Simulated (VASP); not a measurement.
Here is a VASP 6.6.1 calculation.

File POSCAR:

```
Ir
1.0
    0.0000000000      1.7103443674      2.4184269355
    1.7103443674      0.0000000000      2.4184269355
    1.7103443674      1.7103443674      0.0000000000
Ir
1
Direct
    0.0000000000      0.0000000000      0.0000000000
```

The input INCAR.step1:

```
SYSTEM = Ir
PREC = Accurate
ENCUT = 520
ISMEAR = 0
SIGMA = 0.15
LREAL = .FALSE.
LASPH = .TRUE.
NELM = 100
NBANDS = 10
GGA = PE
ALGO = Normal
EDIFF = 1E-4
LWAVE = .TRUE.
LCHARG = .FALSE.
```

INCAR.step2

```
SYSTEM = Ir
PREC = Accurate
ENCUT = 520
EDIFF = 1E-6
ISMEAR = 0
SIGMA = 0.15
LREAL = .FALSE.
LASPH = .TRUE.
NELM = 100
ALGO = Normal
ISIF = 2
LWAVE = .FALSE.
LCHARG = .FALSE.
METAGGA = R2SCAN
LMIXTAU = .TRUE.
NBANDS = 10
ISTART = 1
```

File KPOINTS:

```
Automatic mesh
0
G
  24 24 24
  0 0 0
```

Potentials or basis: VASP PAW PBE potentials, release 64 (Ir).

The run is started by

```sh
$ cat potpaw_PBE.64/Ir/POTCAR > POTCAR
$ cp INCAR.step1 INCAR
$ mpirun -np 1 vasp_std > vasp.out
$ cp INCAR.step2 INCAR
$ mpirun -np 1 vasp_std > vasp.out
```

Estimate the band gap on the k mesh.

zero (an odd number of electrons rules out a gap without spin polarisation).

What does it give for the pressure?

38.5 GPa.

Stress tensor (GPa, compression positive):
```
 72.51   0.00   0.00
  0.00  72.51   0.00
  0.00   0.00 -29.52
```

Caveat: the cell stands under pressure; the PAW data sets were made with another functional, which shifts forces and pressure a little; spin-orbit coupling is left out, which moves the levels of the heavy elements.
